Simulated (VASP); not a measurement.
Ho2O: relaxation of cell and atoms with PBE

The system is Ho2O.

```
CELL_PARAMETERS angstrom
-2.36138 2.36138 2.54399
2.36138 -2.36138 2.54399
2.36138 2.36138 -2.54399
ATOMIC_POSITIONS crystal
Ho 0.50000 0.00000 0.50000
Ho 0.00000 0.50000 0.50000
O 0.00000 0.00000 0.00000
```

The cell was generated, and may not be a known phase.

| Property | Result |
| --- | --- |
| Program | VASP 6.6.1 |
| Task | relaxation of cell and atoms |
| Functional | PBE |
| Potentials or basis | VASP PAW PBE potentials, release 64 (Ho_3, O), 4f in core |
| Cutoff | 600 eV |
| k mesh | 6 × 6 × 6 |
| Occupations | gaussian, width 0.2 eV |
| Spin | no spin polarisation |
| Dipole correction | no |
| Further INCAR settings | ALGO = Normal; EDIFF = 1e-07; IBRION = 2; EDIFFG = -0.08; NSW = 36; ISIF = 3 |

```json
{
  "Relaxed volume": "24.53 Å³/atom",
  "Relaxed cell": "a = 4.803 Å, b = 4.803 Å, c = 4.803 Å, α = 123.61°, β = 123.61°, γ = 83.85°",
  "Space group after relaxing (to 0.1 Å)": "I4/mmm (No. 139)",
  "Energy gained by relaxing": "1007.4 meV/atom",
  "Ionic steps": "7",
  "Pressure after relaxing": "0.0 GPa",
  "Band gap on the k mesh": "zero (bands 12 and 13 overlap by 0.89 eV)"
}
```

Step by step:
| step | energy change (eV) | largest force (eV/Å) | pressure (GPa) | volume (Å³) |
| --- | --- | --- | --- | --- |
| 1 | 0.0000 | 0.0000 | 14.11 | 56.74 |
| 2 | -2.9338 | 0.0000 | 2.90 | 69.10 |
| 3 | -3.0001 | 0.0000 | 2.46 | 70.80 |
| 4 | -2.9357 | 0.0000 | 1.93 | 74.01 |
| 5 | -3.0072 | 0.0000 | 2.27 | 71.74 |
| 6 | -3.0046 | 0.0000 | -2.25 | 75.67 |
| 7 | -3.0221 | 0.0000 | -0.03 | 73.59 |

Final structure:
```
Ho O
1.0
    -2.26909    2.26909    3.57329
     2.26909   -2.26909    3.57329
     2.26909    2.26909   -3.57329
Ho O
2 1
Cartesian
  0.0000 2.2691 0.0000
  2.2691 0.0000 0.0000
  0.0000 0.0000 0.0000
```

Levels at points of the mesh, in eV from the Fermi level:
```tsv
k point	band 9	band 10	band 11	band 12	band 13	band 14	band 15	band 16
(0.00, 0.00, 0.00)	-3.88	-3.82	-3.82	-0.70	-0.68	-0.25	-0.25	5.23
(0.50, 0.00, 0.00)	-4.58	-4.18	-1.00	-0.84	1.21	1.29	2.08	2.51
(0.50, 0.50, 0.00)	-6.26	-4.98	-1.14	-0.20	0.98	1.01	1.19	3.04
(0.50, 0.50, 0.50)	-3.87	-3.87	-2.32	-0.28	0.53	1.17	2.61	2.61
```

Wall time 5.7 min on 1 thread of Intel(R) Xeon(R) 6975P-C (Granite Rapids) (shared host), peak memory 0.23 GiB.

Caveat: the volume moved by over 15 % at a fixed basis, so the end points are rough; spin-orbit coupling is left out, which moves the levels of the heavy elements; the 4f electrons are frozen in the core, so they carry no moment and show no levels; the run has no spin polarisation, though such a crystal can be magnetic. Spin polarisation is off, so any magnetic state and its effect on volume and gap are missing.
